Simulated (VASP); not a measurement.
Runs of VASP 6.6.1 on AgBr. The structure is that of space group Fm-3m (No. 225), or close to it. The cells are those of the table. 

```csv
task,level,cell,smearing,gap on the mesh (eV),pressure (GPa)
single point,BLYP,"a = 4.112 Å, angles 60.0°, 2 atoms",fermi-dirac 0.05 eV,0.75,4.0
single point,PBE,"a = 4.059 Å, angles 60.0°, 2 atoms",gaussian 0.029 eV,0.67,2.3
single point,PBE,"a = 4.059 Å, angles 60.0°, 2 atoms",gaussian 0.014 eV,0.67,2.3
single point,RPBE,"a = 4.004 Å, angles 60.0°, 2 atoms",fermi-dirac 0.05 eV,0.83,7.5
relaxation of cell and atoms,BLYP+D4,"relaxed from a = 4.059 Å, angles 60.0°, 2 atoms",fermi-dirac 0.05 eV,0.75,0.0
single point,PBE+D3(BJ),"a = 4.032 Å, angles 60.0°, 2 atoms",fermi-dirac 0.05 eV,0.67,0.7
single point,SVWN5,"a = 3.976 Å, angles 60.0°, 2 atoms",fermi-dirac 0.05 eV,(a),(b)
single point,PBE,"a = 4.059 Å, angles 60.0°, 2 atoms",gaussian 0.03 eV,0.67,2.3
```

Alike in all rows: potentials or basis VASP PAW PBE potentials, release 64 (Ag, Br); no spin polarisation; k mesh 8 × 8 × 8; cutoff (eV) 500.

Estimate the missing entries.

(a) 0.38; (b) -1.3.

Caveats: the PAW data sets were made with another functional, which shifts forces and pressure a little (some runs).

A k mesh can miss the band edges, and the runs leave out spin-orbit coupling on Ag, Br.
